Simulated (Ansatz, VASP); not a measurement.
CuAu in VASP and in Ansatz

Contents of INCAR:

```
SYSTEM = CuAu
ALGO = Normal
EDIFF = 1E-8
ENCUT = 520
GGA = PS
ISIF = 2
ISMEAR = -1
LASPH = .True.
LCHARG = .False.
LEFG = .True.
LREAL = .False.
LWAVE = .False.
NBANDS = 18
NELM = 60
PREC = Accurate
SIGMA = 0.05
```

File KPOINTS:

```
k-points
0
Gamma
  13 13 10
  0 0 0
```

File POSCAR:

```
CuAu
1.0
    2.7621575232      0.0000000000      0.0000000000
    0.0000000000      2.7621575232      0.0000000000
    0.0000000000      0.0000000000      3.6203993251
Cu Au
1 1
Direct
    0.5000000000      0.5000000000      0.5000000000
    0.0000000000      0.0000000000      0.0000000000
```

Input for Ansatz:

```yaml
crystal:
  lattice:
    - [2.7621575232, 0.0, 0.0]
    - [0.0, 2.7621575232, 0.0]
    - [0.0, 0.0, 3.6203993251]
  atoms:
    - { symbol: Cu, position: [0.5, 0.5, 0.5] }
    - { symbol: Au, position: [0.0, 0.0, 0.0] }
kpoints:
  mp_grid: { grid: [13, 13, 10] }
scf:
  occupations: { method: fermi_dirac, width: 0.05 }
hamiltonian:
  xc: pbesol
  pseudopotentials: { kind: all_electron, datasets: crystal }
output:
  forces: true
  stress: true
  eigenvalues: true
  efg: { contact_densities: true }
```

Change from the starting cell: volume scaled by 0.96, crystal datasets.

Alike in both runs: task electric field gradients; functional PBEsol; k mesh 13 × 13 × 10; occupations fermi-dirac, width 0.05 eV; no spin polarisation.

|  | VASP | Ansatz |
| --- | --- | --- |
| version | VASP 6.6.1 | Ansatz 0.2.0 |
| potentials or method | VASP PAW PBE potentials, release 64 (Cu, Au), cutoff 520 eV | all-electron PAW with datasets made for the crystal, scalar-relativistic |

VASP gave:

| Property | Result |
| --- | --- |
| pressure (GPa) | 5.4 |
| traceless stress, the component that is largest in VASP (GPa) | 0.05 |
| size of Vzz on the site where it differs most (V/Å²) | 90.0 |

Task: Which values does Ansatz return?

Result: Pressure (GPa): 5.3; traceless stress, the component that is largest in VASP (GPa): -0.06; size of Vzz on the site where it differs most (V/Å²): 60.1.

VASP's potentials were made for PBE, not for PBEsol. Ansatz ran all-electron here, and VASP with PAW potentials.

Spin-orbit coupling is off throughout.
